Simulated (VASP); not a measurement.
# Sb (P6/mmm) in VASP: further runs, part 2 of 2

VASP 6.6.1. The steps go on from the part before.

## (3) Relaxation of shape and atoms at fixed volume, PBE

This run uses another cell than the first one, of 11.66 Å³/atom, 0.444 times its volume.

INCAR reads:

```
SYSTEM = Sb
PREC     = Accurate       ! precision mode
ENCUT    = 500            ! plane-wave cutoff, eV
EDIFF    = 1E-7           ! SCF threshold, eV
ISMEAR   = -1             ! smearing method
SIGMA    = 0.05           ! smearing width, eV
LREAL    = .False.        ! projectors in reciprocal space
LASPH    = .True.         ! aspherical terms in the spheres
NELM     = 120            ! most SCF steps
ALGO     = Normal         ! electronic algorithm
ISIF     = 4              ! what is computed and relaxed
LWAVE    = .False.        ! write WAVECAR
LCHARG   = .False.        ! write CHGCAR
GGA      = PE             ! functional
IBRION   = 2              ! ionic algorithm
NSW      = 50             ! ionic steps
EDIFFG   = -0.005         ! ionic threshold
GGA_COMPAT= .False.      
NELMIN   = 4
```

KPOINTS reads:

```
Automatic mesh
0
Gamma
  13 13 12
  0 0 0
```

POSCAR reads:

```
Sb
1.0
    2.4190425661      0.0000000000      0.0000000000
   -1.2095212830      2.0949523151      0.0000000000
    0.0000000000      0.0000000000      2.3014913429
Sb
1
Direct
    0.0000000000      0.0000000000      0.0000000000
```

Potentials or basis: VASP PAW PBE potentials, release 64 (Sb_d_GW).

The run is started by

```
> cat potpaw_PBE.64/Sb_d_GW/POTCAR > POTCAR
> mpirun -np 1 vasp_std > vasp.out
```

OUTCAR:

```text
SYSTEM = Sb
   PREC = Accurate
   ENCUT = 500
   EDIFF = 1E-7
   ISMEAR = -1
   LREAL = .False.
   LASPH = .True.
   NELM = 120
   ISIF = 4
   GGA = PE
   IBRION = 2
   NSW = 50
   EDIFFG = -0.005
   NELMIN = 4

 ion  position               nearest neighbor table
   1  0.000  0.000  0.000-

  LATTYP: Found a hexagonal cell.
 ALAT       =     2.4190425661
 C/A-ratio  =     0.9514058889

  Lattice vectors:

 A1 = (   2.4190425661,   0.0000000000,   0.0000000000)
 A2 = (  -1.2095212830,   2.0949523151,   0.0000000000)
 A3 = (   0.0000000000,   0.0000000000,   2.3014913429)

Analysis of symmetry for initial positions (statically):
=====================================================================
 Subroutine PRICEL returns:
 Original cell was already a primitive cell.

 Routine SETGRP: Setting up the symmetry group for a
 hexagonal supercell.

 Subroutine GETGRP returns: Found 24 space group operations
 (whereof 24 operations were pure point group operations)
 out of a pool of 24 trial point group operations.

[... 168 lines left out ...]
  -------------------------------------------------------------------------------------
  Total       30.4196648     30.4196648     29.0669061      0.0000000      0.0000000      0.0000000
  in kB     4178.6693638   4178.6693639   3992.8444496      0.0000001      0.0000000      0.0000000
  external PRESSURE =    4116.7277258 kB  Pullay stress =       0.0000000 kB
[... 127 lines left out ...]
--------------------------------------- Ionic step        5  -------------------------------------------

 number of electron      14.9999996 magnetization

 Free energy of the ion-electron system (eV)
  ---------------------------------------------------
  ext. energy  EPLUGINS =         0.00000000
  ---------------------------------------------------
  free energy    TOTEN  =         5.67509910 eV

  energy without entropy =        5.68021826  energy(sigma->0) =        5.67765868

 E-fermi :  20.5614     XC(G=0): -15.2380

 val. band max:       20.5476684273   @ k =   0.1538   0.1538   0.0833
 cond. band min:      20.5630074099   @ k =   0.3077   0.0769   0.2500
 fundamental gap:      0.0153389826
 Fermi energy:        20.5613534600

 k-point     1 :       0.0000    0.0000    0.0000
  band No.  band energies     occupation
      1     -13.2969      2.00000
      2     -11.9231      2.00000
      3     -11.9231      2.00000
      4     -10.6698      2.00000
      5     -10.6698      2.00000
      6      -3.4784      2.00000
      7      25.3793      0.00000
      8      27.8935      0.00000
      9      30.4163      0.00000
     10      30.4163      0.00000
     11      31.3189      0.00000
[... 309 lines left out ...]
 k-point    24 :       0.1538    0.0000    0.0833
  band No.  band energies     occupation
      1     -13.0400      2.00000
      2     -12.0022      2.00000
      3     -11.6344      2.00000
      4     -10.8715      2.00000
      5     -10.7547      2.00000
      6      -2.3242      2.00000
      7      23.6149      0.00000
      8      24.3033      0.00000
      9      27.7517      0.00000
     10      28.7625      0.00000
     11      33.5503      0.00000

 [... further k-points ...]
[... 5 lines left out ...]
  --------------------------------------------------------------------------------------
  -------------------------------------------------------------------------------------
  Total       29.9051038     29.9051038     29.9059464      0.0000000      0.0000000      0.0000000
  in kB     4107.9854712   4107.9854714   4108.1012185      0.0000002      0.0000000      0.0000000
  external PRESSURE =    4108.0240537 kB  Pullay stress =       0.0000000 kB
[... 16 lines left out ...]
  FREE ENERGIE OF THE ION-ELECTRON SYSTEM (eV)
  ---------------------------------------------------
  free  energy   TOTEN  =         5.6750990952 eV

  energy  without entropy=        5.6802182634  energy(sigma->0) =        5.67765868

 reached required accuracy - stopping structural energy minimisation
```

CONTCAR:

```text
Sb
   1.00000000000000
     2.4294743023936345    0.0000000000167241    0.0000000000000000
    -1.2147371511321181    2.1039864637400565    0.0000000000000000
    -0.0000000000000000    0.0000000000000000    2.2817693754667903
  Sb
     1
Direct
     0.0000000000000000    0.0000000000000000    0.0000000000000000

  0.00000000E+00  0.00000000E+00  0.00000000E+00
```

It used 88 s of CPU time on 1 thread of AMD EPYC 7R13 Processor (Zen 3), on a shared host.

What came out:

| Item | Value |
| --- | --- |
| Free energy | 5.6751 eV |
| Energy gained by relaxing | 4.5 meV/atom |
| Ionic steps | 5 |
| Pressure after relaxing | 410.8 GPa |

The path:
| step | energy change (eV) | largest force (eV/Å) | pressure (GPa) | volume (Å³) |
| --- | --- | --- | --- | --- |
| 1 | 0.0000 | 0.0000 | 411.67 | 11.66 |
| 2 | 0.1300 | 0.0000 | 412.27 | 11.66 |
| 3 | -0.0045 | 0.0000 | 410.95 | 11.66 |
| 4 | -0.0045 | 0.0000 | 410.89 | 11.66 |
| 5 | -0.0045 | 0.0000 | 410.80 | 11.66 |

Final structure:
```
Sb
1.0
     2.42947    0.00000    0.00000
    -1.21474    2.10399    0.00000
     0.00000    0.00000    2.28177
Sb
1
Direct
  0.00000 0.00000 0.00000
```

Caveat: spin-orbit coupling is left out, which moves the levels of the heavy elements.

## (4) Single point, PBE

This run uses another cell than the first one, of 11.66 Å³/atom, 0.444 times its volume.

INCAR reads:

```
PREC = Accurate ; ENCUT = 500
EDIFF = 1E-6 ; ISMEAR = -1
SIGMA = 0.05 ; LREAL = F
LASPH = T ; NELM = 120
ALGO = Normal ; ISIF = 2
LWAVE = F ; LCHARG = F
GGA = PE ; NBANDS = 14
GGA_COMPAT = F
```

KPOINTS reads:

```
regular mesh
0
Gamma
  13 13 12
```

POSCAR reads:

```
Sb
1.0
    2.4295958202      0.0000000000      0.0000000000
   -1.2147979101      2.1040917012      0.0000000000
    0.0000000000      0.0000000000      2.2815411329
Sb
1
Direct
    0.0000000000      0.0000000000      0.0000000000
```

The run is started by

```
> cat potpaw_PBE.64/Sb_d_GW/POTCAR > POTCAR
> mpirun -np 1 vasp_std > vasp.out
```

Run time: 20 s. Hardware: 1 thread of AMD EPYC 7R13 (Zen 3), shared host; peak memory 0.12 GiB.

It converged, with:

```
Free energy : 5.6751 eV
Pressure    : 410.9 GPa
```

Stress tensor (GPa, compression positive):
```
410.81   0.00   0.00
  0.00 410.81   0.00
  0.00   0.00 410.98
```

Levels at points of the mesh, in eV from the Fermi level:
```csv
k point,band 4,band 5,band 6,band 7,band 8,band 9,band 10,band 11
"(0.00, 0.00, 0.00)",-31.23,-31.23,-24.04,4.82,7.33,9.85,9.85,10.76
"(0.00, 0.00, 0.50)",-31.99,-31.99,-15.51,-15.07,10.54,12.27,14.53,14.53
```

Caveat: spin-orbit coupling is left out, which moves the levels of the heavy elements.

## (5) The runs side by side

```csv
task,potentials or basis,cell,cutoff (eV),second run,gap on the mesh (eV),pressure (GPa)
single point,"VASP PAW PBE potentials, release 64 (Sb)","a = 3.169, b = 3.169, c = 3.018 Å, angles 90.0, 90.0, 120.0°, 1 atom",520,-,none,7.6
relaxation of shape and atoms at fixed volume,"VASP PAW PBE potentials, release 64 (Sb_d_GW)","relaxed from a = 2.419, b = 2.419, c = 2.301 Å, angles 90.0, 90.0, 120.0°, 1 atom",500,valence_matched,none,410.8
single point,"VASP PAW PBE potentials, release 64 (Sb_d_GW)","a = 2.430, b = 2.430, c = 2.282 Å, angles 90.0, 90.0, 120.0°, 1 atom",500,valence_matched,none,410.9
```

Alike in all rows: level PBE; no spin polarisation; k mesh 13 × 13 × 12; smearing fermi-dirac 0.05 eV.

Caveats: spin-orbit coupling is left out, which moves the levels of the heavy elements.

Absolute energies hang on the potentials; compare differences alone.
